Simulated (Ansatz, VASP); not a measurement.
# One calculation of F, two programs

INCAR

```
PREC = Accurate
ENCUT = 520
EDIFF = 1E-7
ISMEAR = -1
SIGMA = 0.05
LREAL = F
LASPH = T
NELM = 100
ALGO = Normal
ISIF = 2
LWAVE = F
LCHARG = F
GGA = PE
NBANDS = 14
```

The input KPOINTS:

```
regular mesh
0
Gamma
  18 18 10
```

The input POSCAR:

```
F
1.0
    1.9989022902      0.0000000000      0.0000000000
   -0.9994511451      1.7311001630      0.0000000000
    0.0000000000      0.0000000000      2.7597171367
F
2
Direct
    0.3333333333      0.6666666667      0.2500000000
    0.6666666667      0.3333333333      0.7500000000
```

Input for Ansatz:

```yaml
crystal:
  lattice:
    - [1.9989022902, 0.0, 0.0]
    - [-0.9994511451, 1.731100163, 0.0]
    - [0.0, 0.0, 2.7597171367]
  atoms:
    - { symbol: F, position: [0.3333333333, 0.6666666667, 0.25] }
    - { symbol: F, position: [0.6666666667, 0.3333333333, 0.75] }
kpoints:
  mp_grid: { grid: [18, 18, 10] }
scf:
  occupations: { method: fermi_dirac, width: 0.05 }
hamiltonian:
  xc: pbe
  pseudopotentials: { kind: all_electron, lapw: { basis_error: 0.001 } }
output:
  forces: true
  stress: true
  eigenvalues: true
  populations: true
```

Change from the starting cell: volume scaled by 0.45, LAPW.

Alike in both runs: task single point; functional PBE; k mesh 18 × 18 × 10; occupations fermi-dirac, width 0.05 eV; no spin polarisation.

```csv
,VASP,Ansatz
version,VASP 6.6.1,Ansatz 0.2.0
potentials or method,"VASP PAW PBE potentials, release 64 (F), cutoff 520 eV","all-electron LAPW, scalar-relativistic"
```

|  | VASP | Ansatz | Ansatz less VASP |
| --- | --- | --- | --- |
| pressure (GPa) | 279.5 | 279.9 | +0.39 |
| traceless stress, the component that is largest in VASP (GPa) | 0.47 | 0.00 | -0.464 |

Both programs put the cell under a high pressure, so it lies far from rest at this level. Ansatz ran all-electron here, and VASP with PAW potentials.

Noted on VASP's run: the cell as given lies far from equilibrium.
